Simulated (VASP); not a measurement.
# Zr (P6_3/mmc) in VASP: single point with LDA

Aim: the single point of Zr with LDA.

All numbers are computed with VASP 6.6.1; they aren't measurements. Logs are shortened: lines on timing, memory, paths and dates and some standing lists are left out, and cuts for length are marked.

## (1) The cell of the first run

It takes space group P6_3/mmc (No. 194, hexagonal). The conventional cell has a = 3.232 Å, b = 3.232 Å, c = 5.147 Å, α = 90.00°, β = 90.00°, γ = 120.00°. Within 4.2 Å of Zr (site symmetry -6m2) lie 12 Zr at 3.18 to 3.23 Å.

## (2) Single point, LDA

File INCAR:

```
SYSTEM = Zr
ALGO = Normal
EDIFF = 1E-6
ENCUT = 500
GGA_COMPAT = .False.
ISIF = 2
ISMEAR = -1
LASPH = .True.
LCHARG = .True.
LELF = .True.
LREAL = .False.
LVHAR = .True.
LWAVE = .False.
NBANDS = 19
NELM = 120
PREC = Accurate
SIGMA = 0.1
```

File KPOINTS:

```
k-points
0
Gamma
  6 6 4
  0 0 0
```

File POSCAR:

```
Zr
1.0
    3.2320000000      0.0000000000      0.0000000000
   -1.6160000000      2.7989940000      0.0000000000
    0.0000000000      0.0000000000      5.1470000000
Zr
2
Direct
    0.3333333333      0.6666666667      0.2500000000
    0.6666666667      0.3333333333      0.7500000000
```

Potentials or basis: VASP PAW LDA potentials, release 64 (Zr_sv).

Launch:

```
cat potpaw_LDA.64/Zr_sv/POTCAR > POTCAR
mpirun -np 1 vasp_std > vasp.out
```

OUTCAR:

```text
SYSTEM = Zr
   EDIFF = 1E-6
   ENCUT = 500
   ISIF = 2
   ISMEAR = -1
   LASPH = .True.
   LREAL = .False.
   NELM = 120
   PREC = Accurate

 ion  position               nearest neighbor table
   1  0.333  0.667  0.250-   2 3.18   2 3.18   2 3.18   2 3.18   2 3.18   2 3.18
   2  0.667  0.333  0.750-   1 3.18   1 3.18   1 3.18   1 3.18   1 3.18   1 3.18

  LATTYP: Found a hexagonal cell.
 ALAT       =     3.2320000000
 C/A-ratio  =     1.5925123762

  Lattice vectors:

 A1 = (   3.2320000000,   0.0000000000,   0.0000000000)
 A2 = (  -1.6160000000,   2.7989940000,   0.0000000000)
 A3 = (   0.0000000000,   0.0000000000,   5.1470000000)

Analysis of symmetry for initial positions (statically):
=====================================================================
 Subroutine PRICEL returns:
 Original cell was already a primitive cell.

 Routine SETGRP: Setting up the symmetry group for a
 hexagonal supercell.

 Subroutine GETGRP returns: Found 24 space group operations
 (whereof 12 operations were pure point group operations)
 out of a pool of 24 trial point group operations.

The static configuration has the point symmetry D_3d.
 The point group associated with its full space group is D_6h.

Analysis of symmetry for dynamics (positions and initial velocities):
=====================================================================
 Subroutine PRICEL returns:
 Original cell was already a primitive cell.

 Routine SETGRP: Setting up the symmetry group for a
 hexagonal supercell.

 Subroutine GETGRP returns: Found 24 space group operations
 (whereof 12 operations were pure point group operations)
 out of a pool of 24 trial point group operations.

The dynamic configuration has the point symmetry D_3d.
 The point group associated with its full space group is D_6h.

 Subroutine INISYM returns: Found 24 space group operations
 (whereof 12 operations are pure point group operations),
 and found     1 'primitive' translations

----------------------------------------------------------------------------------------

                                     Primitive cell

  volume of cell :      46.5616

  direct lattice vectors                    reciprocal lattice vectors
     3.232000000  0.000000000  0.000000000     0.309405941  0.178635610  0.000000000
    -1.616000000  2.798994000  0.000000000     0.000000000  0.357271220  0.000000000
     0.000000000  0.000000000  5.147000000     0.000000000  0.000000000  0.194287935

  length of vectors
     3.232000000  3.231999909  5.147000000     0.357271210  0.357271220  0.194287935

  position of ions in fractional coordinates (direct lattice)
     0.333333333  0.666666667  0.250000000
     0.666666667  0.333333333  0.750000000

  ion indices of the primitive-cell ions
   primitive index   ion index
                 1           1
                 2           2

----------------------------------------------------------------------------------------

 KPOINTS: k-points

Automatic generation of k-mesh.
 Grid dimensions read from file:
 generate k-points for:    6    6    4

 Generating k-lattice:

  Cartesian coordinates                     Fractional coordinates (reciprocal lattice)
     0.051567657  0.029772602  0.000000000     0.166666667  0.000000000  0.000000000
     0.000000000  0.059545203  0.000000000     0.000000000  0.166666667  0.000000000
     0.000000000  0.000000000  0.048571984     0.000000000  0.000000000  0.250000000

  Length of vectors
     0.059545202  0.059545203  0.048571984

  Shift w.r.t. Gamma in fractional coordinates (k-lattice)
     0.000000000  0.000000000  0.000000000

 Subroutine IBZKPT returns following result:
 ===========================================

 Found     21 irreducible k-points:

 Following reciprocal coordinates:
            Coordinates               Weight
  0.000000  0.000000  0.000000      1.000000
  0.166667 -0.000000  0.000000      6.000000
  0.333333  0.000000  0.000000      6.000000
  0.500000 -0.000000  0.000000      3.000000
  0.166667  0.166667  0.000000      6.000000
  0.333333  0.166667  0.000000     12.000000
[... 13 lines left out ...]
  0.333333  0.166667  0.500000     12.000000
  0.333333  0.333333  0.500000      2.000000
   k-points           NKPTS =     21   k-points in BZ     NKDIM =     21   number of bands    NBANDS=     19
   number of dos      NEDOS =    301   number of ions     NIONS =      2
   total plane-waves  NPLWV =  23040
   dimension x,y,z NGX =    24 NGY =   24 NGZ =   40
   dimension x,y,z NGXF=    48 NGYF=   48 NGZF=   80
   ions per type =               2
   NGX,Y,Z   is equivalent  to a cutoff of  12.34, 12.34, 12.92 a.u.
   NGXF,Y,Z  is equivalent  to a cutoff of  24.69, 24.69, 25.84 a.u.
 SYSTEM =  Zr
   PREC   = accura    normal or accurate (medium, high low for compatibility)
   ISTART =      0    job   : 0-new  1-cont  2-samecut
   ICHARG =      2    charge: 1-file 2-atom 10-const
   ISPIN  =      1    spin polarized calculation?
   LNONCOLLINEAR =      F non collinear calculations
   LSORBIT =      F    spin-orbit coupling
   LASPH  =      T    aspherical Exc in radial PAW
   ENCUT  =  500.0 eV  36.75 Ry    6.06 a.u.   5.89  5.89  9.38*2*pi/ulx,y,z
   NELM   =    120;   NELMIN=  2; NELMDL= -5     # of ELM steps
   EDIFF  = 0.1E-05   stopping-criterion for ELM
   LREAL  =      F    real-space projection
[... 7 lines left out ...]
   TEBEG  =    0.0;   TEEND  =   0.0 temperature during run
   PSTRESS=    0.0 pullay stress
   NELECT =      24.0000    total number of electrons
   NUPDOWN=      -1.0000    fix difference up-down
   EMIN   =  10.00;   EMAX   =-10.00  energy-range for DOS
   EFERMI =   0.00;   METHOD = LEGACY
   ISMEAR =    -1;   SIGMA  =   0.10  broadening in eV -4-tet -1-fermi 0-gaus
   EFERMI_NEDOS =   21; number of points for ismear=-14 and -15
   IALGO  =     38    algorithm
   IMIX   =      4    mixing-type and parameters
     AMIX     =   0.40;   BMIX     =  1.00
     AMIX_MAG =   1.60;   BMIX_MAG =  1.00
  volume/ion in A,a.u.               =      23.28       157.11
  Fermi-wavevector in a.u.,A,eV,Ry     =   1.312611  2.480475 23.442130  1.722948
  Thomas-Fermi vector in A             =   2.442991
   LORBIT       =      0    0 simple, 1 ext, 2 COOP (PROOUT), +10 PAW based schemes
   GGA     = CA    functional components
   LHFCALC =     F    Hartree Fock is set to
   AEXX    =    0.0000 exact exchange contribution
   IVDW    =     0    specifies the selected vdW correction
   LEPSILON=     F    determine dielectric tensor
   LRPA    =     F    only Hartree local field effects (RPA)
 non-spin polarized calculation
  energy-cutoff  :      500.00
  volume of cell :       46.56
 maximum number of plane-waves:      1194
 NGX is ok and might be reduce to    24
   NGX = 11   NGY = 11   NGZ = 19

 number of electron      24.0000000 magnetization

 Free energy of the ion-electron system (eV)
  ---------------------------------------------------
  ext. energy  EPLUGINS =         0.00000000
  ---------------------------------------------------
  free energy    TOTEN  =       -18.56294144 eV

  energy without entropy =      -18.48100942  energy(sigma->0) =      -18.52197543

 E-fermi :   8.8007     XC(G=0): -11.2935

 val. band max:        8.7901012027   @ k =   0.3333   0.3333   0.5000
 cond. band min:       8.8444094062   @ k =   0.0000   0.0000   0.5000
 fundamental gap:      0.0543082035
 Fermi energy:         8.8006695725

 k-point     1 :       0.0000    0.0000    0.0000
  band No.  band energies     occupation
      1     -39.7545      2.00000
      2     -39.5956      2.00000
      3     -18.4318      2.00000
      4     -17.5498      2.00000
      5     -17.5498      2.00000
      6     -17.4052      2.00000
[... 11 lines left out ...]
     18      10.8878      0.00000
     19      13.2061      0.00000

 k-point     2 :       0.1667   -0.0000    0.0000
  band No.  band energies     occupation
      1     -39.7239      2.00000
      2     -39.5836      2.00000
      3     -18.3484      2.00000
      4     -17.7278      2.00000
      5     -17.6068      2.00000
      6     -17.5865      2.00000
[... 11 lines left out ...]
     18      10.9783      0.00000
     19      13.5850      0.00000

 k-point     3 :       0.3333    0.0000    0.0000
  band No.  band energies     occupation
      1     -39.6565      2.00000
      2     -39.5648      2.00000
      3     -18.1442      2.00000
      4     -18.0817      2.00000
      5     -17.9228      2.00000
      6     -17.7123      2.00000
[... 11 lines left out ...]
     18      12.6723      0.00000
     19      13.9724      0.00000

 k-point     4 :       0.5000   -0.0000    0.0000
  band No.  band energies     occupation
      1     -39.6149      2.00000
      2     -39.5629      2.00000
      3     -18.2561      2.00000
      4     -18.0807      2.00000
      5     -17.9913      2.00000
      6     -17.7622      2.00000
[... 11 lines left out ...]
     18      14.0800      0.00000
     19      14.9698      0.00000

 k-point     5 :       0.1667    0.1667    0.0000
  band No.  band energies     occupation
      1     -39.6745      2.00000
      2     -39.5684      2.00000
      3     -18.2028      2.00000
      4     -17.9139      2.00000
      5     -17.8989      2.00000
      6     -17.6606      2.00000
[... 11 lines left out ...]
     18      12.5415      0.00000
     19      13.6902      0.00000
[... 268 lines left out ...]
      2     -39.5889      2.00000
      3     -18.3286      2.00000
      4     -18.3286      2.00000
      5     -17.6561      2.00000
      6     -17.6561      2.00000
[... 11 lines left out ...]
     18      13.9179      0.00000
     19      14.0163      0.00000

 k-point    19 :       0.1667    0.1667    0.5000
  band No.  band energies     occupation
      1     -39.6217      2.00000
      2     -39.6217      2.00000
      3     -18.1025      2.00000
      4     -18.1025      2.00000
      5     -17.6830      2.00000
      6     -17.6830      2.00000
[... 11 lines left out ...]
     18      12.8442      0.00000
     19      13.4241      0.00000

 k-point    20 :       0.3333    0.1667    0.5000
  band No.  band energies     occupation
      1     -39.5889      2.00000
      2     -39.5889      2.00000
      3     -18.2518      2.00000
      4     -18.2518      2.00000
      5     -17.7957      2.00000
      6     -17.7957      2.00000
[... 11 lines left out ...]
     18      13.5324      0.00000
     19      14.8395      0.00000

 k-point    21 :       0.3333    0.3333    0.5000
  band No.  band energies     occupation
      1     -39.5779      2.00000
      2     -39.5779      2.00000
      3     -18.1978      2.00000
      4     -18.1978      2.00000
      5     -17.9614      2.00000
      6     -17.9614      2.00000
[... 11 lines left out ...]
     18      13.1747      0.00000
     19      16.8419      0.00000

------------------------ aborting loop because EDIFF is reached ----------------------------------------

  FORCE on cell =-STRESS in cart. coord.  units (eV):
  Direction    XX          YY          ZZ          XY          YZ          ZX
  --------------------------------------------------------------------------------------
  -------------------------------------------------------------------------------------
  Total       -1.8841888     -1.8841886     -1.6397583      0.0000000     -0.0000000      0.0000000
  in kB      -64.8346998    -64.8346949    -56.4238770      0.0000000     -0.0000000      0.0000000
  external PRESSURE =     -62.0310906 kB  Pullay stress =       0.0000000 kB

 VOLUME and BASIS-vectors are now :
 -----------------------------------------------------------------------------
  energy-cutoff  :      500.00
  volume of cell :       46.56
      direct lattice vectors                 reciprocal lattice vectors
     3.232000000  0.000000000  0.000000000     0.309405941  0.178635610  0.000000000
    -1.616000000  2.798994000  0.000000000     0.000000000  0.357271220  0.000000000
     0.000000000  0.000000000  5.147000000     0.000000000  0.000000000  0.194287935

 POSITION                                       TOTAL-FORCE (eV/Angst)
 -----------------------------------------------------------------------------------
     -0.00000      1.86600      1.28675        -0.000000      0.000000      0.000000
      1.61600      0.93300      3.86025         0.000000     -0.000000      0.000000
 -----------------------------------------------------------------------------------
    total drift:                               -0.000000      0.000000     -0.000000

  FREE ENERGIE OF THE ION-ELECTRON SYSTEM (eV)
  ---------------------------------------------------
  free  energy   TOTEN  =       -18.5629414351 eV

  energy  without entropy=      -18.4810094157  energy(sigma->0) =      -18.52197543
```

It took 5.3 s on 1 thread of Intel Xeon 6975P-C (Granite Rapids), shared host; peak memory 0.14 GiB.

Results:

* Free energy: -18.5629 eV
* Pressure: -6.2 GPa
* Band gap on the k mesh: zero (bands 12 and 13 overlap by 0.83 eV)

Caveat: the k points lie up to 0.37 Å⁻¹ apart, too coarse for converged energies and pressures of a metal.

The gap in the log of VASP goes by the Fermi energy; the results here count the filled bands.